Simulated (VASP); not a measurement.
SnSe, 2 atoms in the cell. Symmetry: I-4m2, No. 119, tetragonal system. Conventional cell: a = 4.757 Å, b = 4.757 Å, c = 6.930 Å, α = 90.00°, β = 90.00°, γ = 90.00°. Within 3.9 Å of Sn (site symmetry -4m2) lie 4 Se at 2.94 Å. Within 3.9 Å of Se (site symmetry -4m2) lie 4 Sn at 2.94 Å.  This cell differs from its parent crystal: uniaxial x strain +3.0%.

| Property | Result |
| --- | --- |
| Program | VASP 6.6.1 |
| Task | single point |
| Functional | r2SCAN |
| Potentials or basis | VASP PAW PBE potentials, release 64 (Sn_d, Se) |
| Cutoff | 520 eV |
| k mesh | 6 × 6 × 6 |
| Occupations | fermi-dirac, width 0.02 eV |
| Spin | no spin polarisation |
| Dipole correction | no |
| Further INCAR settings | ALGO = Normal; EDIFF = 1e-06; NBANDS = 17 |

Potentials or basis: VASP PAW PBE potentials, release 64 (Sn_d, Se).

Run with:

```bash
$ cat potpaw_PBE.64/Sn_d/POTCAR potpaw_PBE.64/Se/POTCAR > POTCAR
$ cp INCAR.step1 INCAR
$ mpirun -np 1 vasp_std > vasp.out
$ cp INCAR.step2 INCAR
$ mpirun -np 1 vasp_std > vasp.out
```

Hardware: 1 thread of Intel(R) Xeon(R) Platinum 8488C (Sapphire Rapids), with other jobs on the host.

Question: Estimate the wall time of this run.

Answer: Run time: 120 s on 1 thread of Intel(R) Xeon(R) Platinum 8488C (Sapphire Rapids) (shared host), peak memory 0.23 GiB. Counts: k points 30.
